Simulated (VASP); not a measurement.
Here is a VASP 6.6.1 calculation.

File INCAR:

```
PREC     = Accurate       # precision mode
ENCUT    = 520            # plane-wave cutoff, eV
EDIFF    = 1E-6           # SCF threshold, eV
ISMEAR   = -1             # smearing method
SIGMA    = 0.1            # smearing width, eV
LREAL    = False          # projectors in reciprocal space
LASPH    = True           # aspherical terms in the spheres
NELM     = 80             # most SCF steps
ALGO     = Normal         # electronic algorithm
ISIF     = 2              # what is computed and relaxed
LWAVE    = False          # write WAVECAR
LCHARG   = True           # write CHGCAR
LELF     = True           # ELF
LVHAR    = True         
NBANDS   = 7              # bands
```

The input KPOINTS:

```
Automatic mesh
0
Gamma
  22 22 22
```

File POSCAR:

```
Be
1.0
    0.0000000000      1.4524112012      1.4524112012
    1.4524112012      0.0000000000      1.4524112012
    1.4524112012      1.4524112012      0.0000000000
Be
1
Direct
    0.0000000000      0.0000000000      0.0000000000
```

Potentials or basis: VASP PAW LDA potentials, release 64 (Be).

Command:

```bash
$ cat potpaw_LDA.64/Be/POTCAR > POTCAR
$ mpirun -np 1 vasp_std > vasp.out
```

(1) Predict the band gap on the k mesh.

(2) Predict the pressure.

Results:

(1) zero (band 1 reaches 10.00 eV, above the bottom of band 2 at 9.16 eV).

(2) 38.0 GPa.
